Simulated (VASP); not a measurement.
Li3Si2N:

```xyz
6
Lattice="2.1896 -3.3493 0.0000 2.1896 3.3493 0.0000 0.0000 0.0000 6.2232" Properties=species:S:1:pos:R:3 pbc="T T T"
Li    0.0000    0.0000    1.6798
Li    0.0000    0.0000    4.5435
Li    2.1896    0.0000    3.1116
Si    2.1896   -2.5042    0.0000
Si    2.1896    2.5042    0.0000
N     2.1896    0.0000    0.0000
```

The cell was built from a structure type or drawn by symmetry, and may not be a known phase.

```yaml
Program: VASP 6.6.1
Task: relaxation of cell and atoms
Functional: PBE
Potentials_or_basis: VASP PAW PBE potentials, release 64 (Li_sv, Si, N)
Cutoff: 600 eV
k_mesh: 6 × 6 × 4
Occupations: gaussian, width 0.1 eV
Spin: no spin polarisation
```

At the start: pressure 35.3 GPa; volume 15.21 Å³/atom.

Q: Where does the relaxation end?

A: Over 34 steps the energy falls by 2182.6 meV/atom and the volume is 15.91 Å³/atom (+4.6 %); space group Cmmm (No. 65, to 0.1 Å) before and after.

Step by step:
```tsv
step	energy change (eV)	largest force (eV/Å)	pressure (GPa)	volume (Å³)
1	0.0000	23.9701	35.25	91.28
2	-10.4938	2.2327	-2.30	140.14
3	-10.5095	1.8949	-2.27	140.84
4	-10.2857	6.7366	6.60	134.66
5	-10.8031	1.6785	0.73	138.01
6	-11.1835	1.3447	-0.35	138.09
7	-11.8640	0.8502	-3.41	137.69
8	-12.2022	1.5344	-7.05	134.08
9	-12.2523	0.6295	-5.27	136.49
10	-12.3373	1.1443	-6.38	135.42
11	-12.5278	0.4094	-4.88	130.22
12	-12.5740	0.2765	-3.57	126.72
13	-12.6608	0.2184	-3.12	124.18
14	-12.8470	0.0556	-1.37	116.74
15	-12.6927	0.5284	5.07	102.46
16	-12.8941	0.0633	-0.07	112.70
17	-12.8979	0.1097	0.51	111.21
18	-12.9385	0.5295	-0.40	110.28
19	-12.9433	0.7204	-0.77	109.82
20	-12.9787	0.1857	-0.51	108.34
21	-12.9868	0.2613	-0.30	107.34
22	-13.0045	0.2002	-0.48	106.52
23	-13.0378	0.1454	-1.01	104.02
24	-12.9896	0.7552	-1.79	98.75
25	-13.0433	0.2316	-1.19	103.05
26	-13.0582	0.3038	-0.14	100.70
27	-13.0592	0.3284	0.23	99.93
28	-13.0721	0.3115	0.35	98.37
29	-13.0762	0.2927	0.52	96.69
30	-13.0887	0.2024	0.32	96.12
31	-13.0950	0.0982	0.06	95.30
32	-13.0950	0.1030	0.07	95.34
33	-13.0954	0.0951	0.32	95.51
34	-13.0955	0.0363	0.23	95.45
```

Final structure:
```
CELL_PARAMETERS angstrom
2.29979 -4.08123 0.00000
2.29979 4.08123 0.00000
0.00000 0.00000 5.08478
ATOMIC_POSITIONS crystal
Li 0.00000 0.00000 0.22347
Li 0.00000 0.00000 0.77653
Li 0.50000 0.50000 0.50000
Si 0.70921 0.29079 0.00000
Si 0.29079 0.70921 0.00000
N 0.50000 0.50000 0.00000
```

Caveat: the cutoff is under 1.25 times the usual one of these potentials, so pressure, stress and relaxed cells hold a basis-set (Pulay) error; a cell axis changed by over 15 % at a fixed basis, so the end point is rough.
